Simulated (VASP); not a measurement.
HfO2:

```
Hf O
1.0
     4.78890    0.00000    0.00000
     0.00000    4.78890    0.00000
     0.00000    0.00000    3.18582
Hf O
2 4
Direct
  0.00194 0.01212 0.01335
  0.48912 0.50137 0.51562
  0.18316 0.80253 0.51896
  0.30617 0.29706 0.97332
  0.70758 0.69355 0.97333
  0.81203 0.19338 0.50542
```

| Quantity | Value |
| --- | --- |
| Program | VASP 6.6.1 |
| Task | relaxation of cell and atoms |
| Functional | LDA |
| Potentials or basis | VASP PAW LDA potentials, release 64 (Hf_pv, O) |
| Cutoff | 600 eV |
| k mesh | 6 × 6 × 8 |
| Occupations | gaussian, width 0.05 eV |
| Spin | no spin polarisation |

At the start: pressure -0.6 GPa; volume 12.18 Å³/atom.

Question: How do energy, volume and symmetry change on relaxing?

Answer: Over 25 steps the energy falls by 44.9 meV/atom and the volume is 12.06 Å³/atom (-1.0 %); space group P1 (No. 1, to 0.1 Å) before, P4_2/mnm (No. 136, to 0.1 Å).

Step by step:
```tsv
step	energy change (eV)	largest force (eV/Å)	pressure (GPa)	volume (Å³)
1	0.0000	1.7595	-0.57	73.06
2	-0.1450	1.3697	-0.47	72.60
3	-0.1874	0.9357	-1.01	72.75
4	-0.2497	0.3526	1.46	71.90
5	-0.2498	0.3523	1.47	71.91
6	-0.2582	0.2041	-1.79	72.84
7	-0.2598	0.1675	-0.88	72.57
8	-0.2643	0.1864	0.31	72.26
9	-0.2643	0.1921	0.39	72.24
10	-0.2677	0.1008	0.05	72.33
11	-0.2681	0.1122	-0.11	72.37
12	-0.2689	0.0523	0.08	72.32
13	-0.2689	0.0519	0.07	72.32
14	-0.2692	0.0282	-0.06	72.36
15	-0.2692	0.0268	-0.05	72.35
16	-0.2692	0.0150	0.08	72.32
17	-0.2692	0.0142	0.07	72.33
18	-0.2693	0.0138	-0.08	72.37
19	-0.2693	0.0137	-0.07	72.36
20	-0.2693	0.0103	-0.01	72.35
21	-0.2693	0.0113	-0.01	72.34
22	-0.2693	0.0134	0.02	72.34
23	-0.2693	0.0117	0.01	72.34
24	-0.2693	0.0116	0.00	72.34
25	-0.2693	0.0093	0.00	72.34
```

Final structure:
```cif
data_structure
_symmetry_space_group_name_H-M 'P 1'
_symmetry_Int_Tables_number 1
_cell_length_a 4.7742
_cell_length_b 4.7687
_cell_length_c 3.1775
_cell_angle_alpha 89.995
_cell_angle_beta 90.004
_cell_angle_gamma 89.999
_cell_volume 72.34
loop_
_atom_site_label
_atom_site_type_symbol
_atom_site_fract_x
_atom_site_fract_y
_atom_site_fract_z
_atom_site_occupancy
Hf1 Hf 0.00004 0.99998 0.99997 1
Hf2 Hf 0.50001 0.49997 0.50004 1
O1 O 0.19389 0.80386 0.50001 1
O2 O 0.30599 0.30400 0.00006 1
O3 O 0.69389 0.69606 0.00004 1
O4 O 0.80618 0.19613 0.49987 1
```
